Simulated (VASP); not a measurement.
The system is GaAs.

```
Ga As
1.0
     0.00000    2.87182    2.87182
     2.87182    0.00000    2.87182
     2.87182    2.87182    0.00000
Ga As
1 1
Cartesian
  0.0000 0.0000 0.0000
  1.4359 1.4359 1.4359
```

```yaml
Program: VASP 6.6.1
Task: relaxation of cell and atoms
Functional: LDA
Potentials_or_basis: VASP PAW LDA potentials, release 64 (Ga_d, As)
Cutoff: 600 eV
k_mesh: 8 × 8 × 8
Occupations: fermi-dirac, width 0.02 eV
Spin: no spin polarisation
```

At the start: pressure -4.4 GPa; volume 23.68 Å³/atom.

Question: How do energy, volume and symmetry change on relaxing?

Answer: Over 10 steps the energy falls by 23.9 meV/atom and the volume is 22.09 Å³/atom (-6.8 %); space group F-43m (No. 216, to 0.05 Å).

The path:
```csv
step,energy change (eV),largest force (eV/Å),pressure (GPa),volume (Å³)
1,0.0000,0.0000,-4.40,47.37
2,-0.0413,0.0000,1.97,43.05
3,-0.0479,0.0000,0.04,44.13
4,-0.0479,0.0000,-0.13,44.19
5,-0.0479,0.0000,-0.10,44.19
6,-0.0479,0.0000,-0.04,44.18
7,-0.0479,0.0000,-0.06,44.18
8,-0.0479,0.0000,-0.07,44.18
9,-0.0479,0.0000,-0.07,44.18
10,-0.0479,0.0000,0.01,44.17
```

Final structure:
```
CELL_PARAMETERS angstrom
0.00000 2.80566 2.80566
2.80566 0.00000 2.80566
2.80566 2.80566 0.00000
ATOMIC_POSITIONS crystal
Ga 0.00000 0.00000 0.00000
As 0.25000 0.25000 0.25000
```
